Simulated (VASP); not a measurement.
BaTiO3 (Barioperovskite): single point with LDA+U

The system is BaTiO3 (Barioperovskite).

```
Ba Ti O
1.0
     3.84796    0.00000    0.00000
     0.00000    2.73900    2.74696
     0.00000   -2.73900    2.74696
Ba Ti O
1 1 3
Direct
  0.00000 0.00000 0.00000
  0.50000 0.51240 0.51240
  0.00000 0.48740 0.48740
  0.50000 0.50524 0.99184
  0.50000 0.99184 0.50524
```

```yaml
Program: VASP 6.6.1
Task: single point
Functional: LDA
Potentials_or_basis: VASP PAW LDA potentials, release 64 (Ba_sv, Ti_sv, O)
Cutoff: 520 eV
k_mesh: 5 × 5 × 5
Occupations: gaussian, width 0.01 eV
Spin: no spin polarisation
Hubbard_terms: Ti d U = 2.0 eV
```

```
Pressure               : 17.3 GPa
Largest force          : 0.733 eV/Å
Band gap on the k mesh : 2.29 eV, direct
```

Forces in eV/Å, atoms in the order of the input:
```
Ba   0.000  0.000  0.190
Ti   0.000  0.000 -0.733
O    0.000  0.000  0.172
O    0.000 -0.545  0.186
O    0.000  0.545  0.186
```

Stress tensor (GPa, compression positive):
```
17.47  0.00  0.00
 0.00 17.69  0.00
 0.00  0.00 16.84
```

Levels at points of the mesh, in eV from the valence-band top:
```csv
k point,band 16,band 17,band 18,band 19,band 20,band 21,band 22,band 23,band 24,band 25
"(0.00, 0.00, 0.00)",-1.25,-1.20,-0.17,-0.05,0.00,2.29,2.35,2.54,4.83,4.89
```

Eigenvalues of the final occupation matrices:
| site | spin | trace | eigenvalues |
| --- | --- | --- | --- |
| site 2 d | 1 | 0.92 | 0.13 0.13 0.13 0.27 0.27 |
| site 2 d | 2 | 0.92 | 0.13 0.13 0.13 0.27 0.27 |

It took 18 s on 1 thread of Intel(R) Xeon(R) 6975P-C (Granite Rapids), on a shared host, peak memory 0.17 GiB.

Caveat: spin-orbit coupling is left out, which moves the levels of the heavy elements. A k mesh can miss the band edges.
